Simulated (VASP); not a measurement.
# Na (Pmmn) in VASP: notebook

Runs on Na. Level: LDA. Tasks: single point.

Program: VASP 6.6.1. These are calculated values, not measurements. Logs are shortened: lines on timing, memory, paths and dates and some standing lists are left out, and cuts for length are marked.

## Step 1: The cell of the first run

Symmetry: Pmmn, No. 59, orthorhombic system. The conventional cell has a = 3.711 Å, b = 5.211 Å, c = 3.711 Å, α = 90.00°, β = 90.00°, γ = 90.00°. Within 4.6 Å of Na (site symmetry mm2) lie 12 Na at 3.51 to 3.92 Å.

## Step 2: Single point, LDA (atoms displaced along a vibrational mode, the cell strained)

INCAR

```
SYSTEM = Na
ALGO = Fast
EDIFF = 1E-7
ENCUT = 520
GGA = CA
ISIF = 2
ISMEAR = 0
LASPH = .TRUE.
LCHARG = .FALSE.
LREAL = .FALSE.
LWAVE = .FALSE.
NBANDS = 14
NELM = 100
PREC = Accurate
SIGMA = 0.15
```

KPOINTS

```
k-points
0
G
  12 12 10
  0 0 0
```

POSCAR

```
Na
1.0
    0.0000000000     -3.7110212072      0.0000000000
   -3.7110212072      0.0000000000      0.0000000000
    0.0000000000      0.0000000000     -5.2112677876
Na
2
Direct
    0.5000000000      0.5546055893      0.5000000000
    0.0000000000     -0.0546055893      0.0000000000
```

Potentials or basis: VASP PAW LDA potentials, release 64 (Na_pv).

Launch:

```
cat potpaw_LDA.64/Na_pv/POTCAR > POTCAR
mpirun -np 1 vasp_std > vasp.out
```

OUTCAR:

```text
SYSTEM = Na
   EDIFF = 1E-7
   ENCUT = 520
   GGA = CA
   ISIF = 2
   ISMEAR = 0
   LASPH = .TRUE.
   LREAL = .FALSE.
   NELM = 100
   PREC = Accurate

 ion  position               nearest neighbor table
   1  0.500  0.555  0.500-
   2  0.000  0.945  0.000-

  LATTYP: Found a simple tetragonal cell.
 ALAT       =     3.7110212072
 C/A-ratio  =     1.4042678542

  Lattice vectors:

 A1 = (   0.0000000000,  -3.7110212072,   0.0000000000)
 A2 = (  -3.7110212072,   0.0000000000,   0.0000000000)
 A3 = (   0.0000000000,   0.0000000000,  -5.2112677876)

Analysis of symmetry for initial positions (statically):
=====================================================================
 Subroutine PRICEL returns:
 Original cell was already a primitive cell.

 Routine SETGRP: Setting up the symmetry group for a
 simple tetragonal supercell.

 Subroutine GETGRP returns: Found  8 space group operations
 (whereof  4 operations were pure point group operations)
 out of a pool of 16 trial point group operations.

The static configuration has the point symmetry C_2v.
 The point group associated with its full space group is D_2h.

Analysis of symmetry for dynamics (positions and initial velocities):
=====================================================================
 Subroutine PRICEL returns:
 Original cell was already a primitive cell.

 Routine SETGRP: Setting up the symmetry group for a
 simple tetragonal supercell.

 Subroutine GETGRP returns: Found  8 space group operations
 (whereof  4 operations were pure point group operations)
 out of a pool of 16 trial point group operations.

The dynamic configuration has the point symmetry C_2v.
 The point group associated with its full space group is D_2h.

 Subroutine INISYM returns: Found  8 space group operations
 (whereof  4 operations are pure point group operations),
 and found     1 'primitive' translations

----------------------------------------------------------------------------------------

                                     Primitive cell

  volume of cell :      71.7679

  direct lattice vectors                    reciprocal lattice vectors
     0.000000000 -3.711021207  0.000000000     0.000000000 -0.269467606  0.000000000
    -3.711021207  0.000000000  0.000000000    -0.269467606  0.000000000  0.000000000
     0.000000000  0.000000000 -5.211267788     0.000000000  0.000000000 -0.191891885

  length of vectors
     3.711021207  3.711021207  5.211267788     0.269467606  0.269467606  0.191891885

  position of ions in fractional coordinates (direct lattice)
     0.500000000  0.554605589  0.500000000
     0.000000000  0.945394411  0.000000000

  ion indices of the primitive-cell ions
   primitive index   ion index
                 1           1
                 2           2

----------------------------------------------------------------------------------------

 KPOINTS: k-points

Automatic generation of k-mesh.
 Grid dimensions read from file:
 generate k-points for:   12   12   10

 Generating k-lattice:

  Cartesian coordinates                     Fractional coordinates (reciprocal lattice)
     0.000000000 -0.022455634  0.000000000     0.083333333  0.000000000  0.000000000
    -0.022455634  0.000000000  0.000000000     0.000000000  0.083333333  0.000000000
     0.000000000  0.000000000 -0.019189189     0.000000000  0.000000000  0.100000000

  Length of vectors
     0.022455634  0.022455634  0.019189189

  Shift w.r.t. Gamma in fractional coordinates (k-lattice)
     0.000000000  0.000000000  0.000000000

 Subroutine IBZKPT returns following result:
 ===========================================

 Found    294 irreducible k-points:

 Following reciprocal coordinates:
            Coordinates               Weight
  0.000000  0.000000  0.000000      1.000000
  0.083333  0.000000  0.000000      2.000000
  0.000000  0.083333  0.000000      2.000000
  0.166667  0.000000  0.000000      2.000000
  0.000000  0.166667  0.000000      2.000000
  0.250000  0.000000  0.000000      2.000000
[... 16 lines left out ...]
  0.500000  0.083333  0.000000      2.000000
 -0.083333  0.500000  0.000000      2.000000
 [... further k-points ...]
   k-points           NKPTS =    294   k-points in BZ     NKDIM =    294   number of bands    NBANDS=     14
   number of dos      NEDOS =    301   number of ions     NIONS =      2
   total plane-waves  NPLWV =  31360
   dimension x,y,z NGX =    28 NGY =   28 NGZ =   40
   dimension x,y,z NGXF=    56 NGYF=   56 NGZF=   80
   ions per type =               2
   NGX,Y,Z   is equivalent  to a cutoff of  12.54, 12.54, 12.76 a.u.
   NGXF,Y,Z  is equivalent  to a cutoff of  25.09, 25.09, 25.52 a.u.
 SYSTEM =  Na
   PREC   = accura    normal or accurate (medium, high low for compatibility)
   ISTART =      0    job   : 0-new  1-cont  2-samecut
   ICHARG =      2    charge: 1-file 2-atom 10-const
   ISPIN  =      1    spin polarized calculation?
   LNONCOLLINEAR =      F non collinear calculations
   LSORBIT =      F    spin-orbit coupling
   LASPH  =      T    aspherical Exc in radial PAW
   ENCUT  =  520.0 eV  38.22 Ry    6.18 a.u.   6.90  6.90  9.69*2*pi/ulx,y,z
   NELM   =    100;   NELMIN=  2; NELMDL= -5     # of ELM steps
   EDIFF  = 0.1E-06   stopping-criterion for ELM
   LREAL  =      F    real-space projection
   EDIFFG = 0.1E-05   stopping-criterion for IOM
   NSW    =      0    number of steps for IOM
   IBRION =     -1    ionic relax: 0-MD 1-quasi-New 2-CG
   NFREE  =      0    steps in history (QN), initial steepest desc. (CG)
   ISIF   =      2    stress and relaxation
   ISYM   =      2    0-nonsym 1-usesym 2-fastsym
   POTIM  = 0.5000    time-step for ionic-motion
   TEBEG  =    0.0;   TEEND  =   0.0 temperature during run
   PSTRESS=    0.0 pullay stress
   NELECT =      14.0000    total number of electrons
   NUPDOWN=      -1.0000    fix difference up-down
   EMIN   =  10.00;   EMAX   =-10.00  energy-range for DOS
   EFERMI =   0.00;   METHOD = LEGACY
   ISMEAR =     0;   SIGMA  =   0.15  broadening in eV -4-tet -1-fermi 0-gaus
   EFERMI_NEDOS =   21; number of points for ismear=-14 and -15
   IALGO  =     68    algorithm
   IMIX   =      4    mixing-type and parameters
     AMIX     =   0.40;   BMIX     =  1.00
     AMIX_MAG =   1.60;   BMIX_MAG =  1.00
  volume/ion in A,a.u.               =      35.88       242.16
  Fermi-wavevector in a.u.,A,eV,Ry     =   0.949454  1.794209 12.265156  0.901464
  Thomas-Fermi vector in A             =   2.077739
   LORBIT       =      0    0 simple, 1 ext, 2 COOP (PROOUT), +10 PAW based schemes
   GGA     = CA    functional components
   LHFCALC =     F    Hartree Fock is set to
   AEXX    =    0.0000 exact exchange contribution
   IVDW    =     0    specifies the selected vdW correction
   LEPSILON=     F    determine dielectric tensor
   LRPA    =     F    only Hartree local field effects (RPA)
 non-spin polarized calculation
 RMM-DIIS sequential band-by-band and
 Gauss-broadening in eV      SIGMA  =   0.15
  energy-cutoff  :      520.00
  volume of cell :       71.77
 maximum number of plane-waves:      1964
   NGX = 13   NGY = 13   NGZ = 19

 number of electron      14.0000001 magnetization

 Free energy of the ion-electron system (eV)
  ---------------------------------------------------
  ext. energy  EPLUGINS =         0.00000000
  ---------------------------------------------------
  free energy    TOTEN  =        -2.87701557 eV

  energy without entropy =       -2.86609547  energy(sigma->0) =       -2.87155552

 E-fermi :   0.2482     XC(G=0):  -6.8166

 val. band max:        0.2391491464   @ k =   0.4167   0.3333   0.2000
 cond. band min:       0.2583597319   @ k =   0.4167   0.0833   0.5000
 fundamental gap:      0.0192105855
 Fermi energy:         0.2481768558

 k-point     1 :       0.0000    0.0000    0.0000
  band No.  band energies     occupation
      1     -24.7216      2.00000
      2     -24.6945      2.00000
      3     -24.6901      2.00000
      4     -24.6777      2.00000
      5     -24.6765      2.00000
      6     -24.6765      2.00000
      7      -3.1002      2.00000
      8       2.0982      0.00000
      9       2.6584      0.00000
     10       6.6242      0.00000
     11       7.4168      0.00000
     12       7.4345      0.00000
     13       9.2171      0.00000
     14      11.4428      0.00000

 k-point     2 :       0.0833    0.0000    0.0000
  band No.  band energies     occupation
      1     -24.7207      2.00000
      2     -24.6957      2.00000
      3     -24.6899      2.00000
      4     -24.6780      2.00000
      5     -24.6777      2.00000
      6     -24.6771      2.00000
      7      -3.0216      2.00000
      8       2.1656      0.00000
      9       2.7261      0.00000
     10       5.7019      0.00000
     11       7.4768      0.00000
     12       7.8069      0.00000
     13       9.9611      0.00000
     14      10.3830      0.00000

 k-point     3 :       0.0000    0.0833    0.0000
  band No.  band energies     occupation
      1     -24.7209      2.00000
      2     -24.6942      2.00000
      3     -24.6912      2.00000
      4     -24.6793      2.00000
      5     -24.6769      2.00000
      6     -24.6765      2.00000
      7      -3.0217      2.00000
      8       2.1657      0.00000
      9       2.7277      0.00000
     10       5.6891      0.00000
     11       7.4979      0.00000
     12       7.7995      0.00000
     13       9.9448      0.00000
     14      10.4406      0.00000
[... 324 lines left out ...]
 k-point    23 :       0.5000    0.0833    0.0000
  band No.  band energies     occupation
      1     -24.7077      2.00000
      2     -24.7077      2.00000
      3     -24.6968      2.00000
      4     -24.6968      2.00000
      5     -24.6821      2.00000
      6     -24.6821      2.00000
      7      -0.2729      2.00000
      8      -0.2729      2.00000
      9       4.6156      0.00000
     10       4.6156      0.00000
     11       5.5186      0.00000
     12       5.5186      0.00000
     13       8.5843      0.00000
     14       8.5843      0.00000

 k-point    24 :      -0.0833    0.5000    0.0000
  band No.  band energies     occupation
      1     -24.7099      2.00000
      2     -24.7052      2.00000
      3     -24.7048      2.00000
      4     -24.6898      2.00000
      5     -24.6838      2.00000
      6     -24.6794      2.00000
      7      -0.3379      2.00000
      8      -0.2073      1.99998
      9       4.5074      0.00000
     10       4.7404      0.00000
     11       5.4883      0.00000
     12       5.5079      0.00000
     13       8.5076      0.00000
     14       8.6714      0.00000

 [... further k-points ...]
[... 5 lines left out ...]
  --------------------------------------------------------------------------------------
  -------------------------------------------------------------------------------------
  Total       -0.3136293     -0.1875798     -0.1475563      0.0000000      0.0000000      0.0000000
  in kB       -7.0015939     -4.1876104     -3.2941108      0.0000000      0.0000000      0.0000000
  external PRESSURE =      -4.8277717 kB  Pullay stress =       0.0000000 kB

 VOLUME and BASIS-vectors are now :
 -----------------------------------------------------------------------------
  energy-cutoff  :      520.00
  volume of cell :       71.77
      direct lattice vectors                 reciprocal lattice vectors
     0.000000000 -3.711021207  0.000000000     0.000000000 -0.269467606  0.000000000
    -3.711021207  0.000000000  0.000000000    -0.269467606  0.000000000  0.000000000
     0.000000000  0.000000000 -5.211267788     0.000000000  0.000000000 -0.191891885

 POSITION                                       TOTAL-FORCE (eV/Angst)
 -----------------------------------------------------------------------------------
     -2.05815     -1.85551     -2.60563         0.137428      0.000000      0.000000
     -3.50838      0.00000      0.00000        -0.137428      0.000000      0.000000
 -----------------------------------------------------------------------------------
    total drift:                               -0.000000     -0.000000     -0.000000

  FREE ENERGIE OF THE ION-ELECTRON SYSTEM (eV)
  ---------------------------------------------------
  free  energy   TOTEN  =        -2.8770155696 eV

  energy  without entropy=       -2.8660954687  energy(sigma->0) =       -2.87155552
```

It took 3.4 min on 1 thread of Intel Xeon Platinum 8259CL at 2.50GHz (Skylake/Cascade Lake), shared host; peak memory 0.31 GiB.

Results:

```yaml
Free_energy: -2.8770 eV
Pressure: -0.5 GPa
Largest_force: 0.137 eV/Å
Band_gap_on_the_k_mesh: zero (bands 7 and 8 overlap by 4.88 eV)
```

Forces on the atoms (eV/Å):
```
Na   0.137  0.000  0.000
Na  -0.137  0.000  0.000
```

Caveat: the cell differs from its parent crystal (atoms displaced along a vibrational mode, the cell strained).

## Step 3: Single point, LDA (atoms displaced along a vibrational mode, the cell strained)

INCAR

```
SYSTEM = Na
PREC = Accurate
ENCUT = 520
EDIFF = 1E-6
ISMEAR = 0
SIGMA = 0.15
LREAL = .False.
LASPH = .True.
NELM = 60
ALGO = Fast
ISIF = 2
LWAVE = .False.
LCHARG = .False.
NBANDS = 14
```

KPOINTS

```
regular mesh
0
Gamma
  12 12 10
  0 0 0
```

POSCAR

```
Na
1.0
    0.0000000000     -3.7110212072      0.0000000000
   -3.7110212072      0.0000000000      0.0000000000
    0.0000000000      0.0000000000     -5.2112677876
Na
2
Direct
    0.5000000000      0.6091835582      0.5000000000
    0.0000000000     -0.1091835582      0.0000000000
```

Potentials or basis: VASP PAW LDA potentials, release 64 (Na_pv).

Launch:

```
cat potpaw_LDA.64/Na_pv/POTCAR > POTCAR
mpirun -np 1 vasp_std > vasp.out
```

OUTCAR:

```text
SYSTEM = Na
   PREC = Accurate
   ENCUT = 520
   EDIFF = 1E-6
   ISMEAR = 0
   LREAL = .False.
   LASPH = .True.
   NELM = 60
   ISIF = 2

 ion  position               nearest neighbor table
   1  0.500  0.609  0.500-
   2  0.000  0.891  0.000-

  LATTYP: Found a simple tetragonal cell.
 ALAT       =     3.7110212072
 C/A-ratio  =     1.4042678542

  Lattice vectors:

 A1 = (   0.0000000000,  -3.7110212072,   0.0000000000)
 A2 = (  -3.7110212072,   0.0000000000,   0.0000000000)
 A3 = (   0.0000000000,   0.0000000000,  -5.2112677876)

Analysis of symmetry for initial positions (statically):
=====================================================================
 Subroutine PRICEL returns:
 Original cell was already a primitive cell.

 Routine SETGRP: Setting up the symmetry group for a
 simple tetragonal supercell.

 Subroutine GETGRP returns: Found  8 space group operations
 (whereof  4 operations were pure point group operations)
 out of a pool of 16 trial point group operations.

The static configuration has the point symmetry C_2v.
 The point group associated with its full space group is D_2h.

Analysis of symmetry for dynamics (positions and initial velocities):
[... 171 lines left out ...]
      2     -24.7380      2.00000
      3     -24.7211      2.00000
      4     -24.7168      2.00000
      5     -24.7118      2.00000
      6     -24.7116      2.00000
      7      -3.0982      2.00000
      8       2.0866      0.00000
      9       2.6699      0.00000
     10       6.7336      0.00000
     11       7.3632      0.00000
     12       7.4279      0.00000
     13       8.7432      0.00000
     14      11.3522      0.00000
[... 377 lines left out ...]
      1     -24.7686      2.00000
      2     -24.7427      2.00000
      3     -24.7378      2.00000
      4     -24.7343      2.00000
      5     -24.7143      2.00000
      6     -24.7130      2.00000
      7      -0.3927      2.00000
      8      -0.1474      1.99982
      9       4.4085      0.00000
     10       4.8322      0.00000
     11       5.4217      0.00000
     12       5.4599      0.00000
     13       8.4965      0.00000
     14       8.8128      0.00000

 [... further k-points ...]
[... 5 lines left out ...]
  --------------------------------------------------------------------------------------
  -------------------------------------------------------------------------------------
  Total       -0.4965459     -0.0390206      0.1844311      0.0000000      0.0000000      0.0000000
  in kB      -11.0851032     -0.8711120      4.1173176      0.0000000      0.0000000      0.0000000
  external PRESSURE =      -2.6129659 kB  Pullay stress =       0.0000000 kB

 VOLUME and BASIS-vectors are now :
 -----------------------------------------------------------------------------
  energy-cutoff  :      520.00
  volume of cell :       71.77
      direct lattice vectors                 reciprocal lattice vectors
     0.000000000 -3.711021207  0.000000000     0.000000000 -0.269467606  0.000000000
    -3.711021207  0.000000000  0.000000000    -0.269467606  0.000000000  0.000000000
     0.000000000  0.000000000 -5.211267788     0.000000000  0.000000000 -0.191891885

 POSITION                                       TOTAL-FORCE (eV/Angst)
 -----------------------------------------------------------------------------------
     -2.26069     -1.85551     -2.60563         0.216503      0.000000      0.000000
     -3.30584      0.00000      0.00000        -0.216503      0.000000      0.000000
 -----------------------------------------------------------------------------------
    total drift:                               -0.000000     -0.000000     -0.000000

  FREE ENERGIE OF THE ION-ELECTRON SYSTEM (eV)
  ---------------------------------------------------
  free  energy   TOTEN  =        -2.8026598096 eV

  energy  without entropy=       -2.7917262526  energy(sigma->0) =       -2.79719303
```

OSZICAR:

```text
N       E                     dE             d eps       ncg     rms          rms(c)
DAV:   1     0.923405177624E+02    0.92341E+02   -0.66805E+03  8240   0.101E+03
DAV:   2     0.641935356038E+00   -0.91699E+02   -0.90666E+02  8580   0.270E+02
DAV:   3    -0.275971030597E+01   -0.34016E+01   -0.33985E+01 10566   0.584E+01
DAV:   4    -0.280565824375E+01   -0.45948E-01   -0.45946E-01  8952   0.724E+00
DAV:   5    -0.280671579276E+01   -0.10575E-02   -0.10575E-02 10476   0.112E+00    0.282E-01
RMM:   6    -0.280413335730E+01    0.25824E-02   -0.12152E-03 10491   0.405E-01    0.184E-01
RMM:   7    -0.280264494749E+01    0.14884E-02   -0.17375E-03 10602   0.399E-01    0.313E-02
RMM:   8    -0.280264377616E+01    0.11713E-05   -0.50711E-04 10318   0.370E-01    0.800E-03
RMM:   9    -0.280265615900E+01   -0.12383E-04   -0.13867E-04 11938   0.130E-01    0.694E-03
RMM:  10    -0.280265925015E+01   -0.30911E-05   -0.48648E-05 10891   0.116E-01    0.463E-03
RMM:  11    -0.280265912520E+01    0.12494E-06   -0.17387E-05 11135   0.499E-02    0.971E-04
RMM:  12    -0.280265980960E+01   -0.68440E-06   -0.70320E-06  7164   0.327E-02
   1 F= -.28026598E+01 E0= -.27971930E+01  d E =-.109336E-01
```

stdout:

```text
POSCAR found type information on POSCAR Na
 POSCAR found :  1 types and       2 ions
 scaLAPACK will be used
 LDA part: xc-table for (Slater(with rela. corr.)+CA(PZ))
 , standard interpolation
 POSCAR, INCAR and KPOINTS ok, starting setup
 FFT: planning ... GRIDC
 FFT: planning ... GRID_SOFT
 FFT: planning ... GRID
 WAVECAR not read
 entering main loop
```

It took 2.6 min on 1 thread of Intel Xeon Platinum 8259CL at 2.50GHz (Skylake/Cascade Lake), shared host; peak memory 0.31 GiB.

Results:

```
Free energy            : -2.8027 eV
Pressure               : -0.3 GPa
Largest force          : 0.217 eV/Å
Band gap on the k mesh : zero (bands 7 and 8 overlap by 4.77 eV)
```

Forces in eV/Å, atoms in the order of the input:
```
Na   0.217  0.000  0.000
Na  -0.217  0.000  0.000
```

Stress tensor (GPa, compression positive):
```
-1.11  0.00  0.00
 0.00 -0.09  0.00
 0.00  0.00  0.41
```

Caveat: the cell differs from its parent crystal (atoms displaced along a vibrational mode, the cell strained).
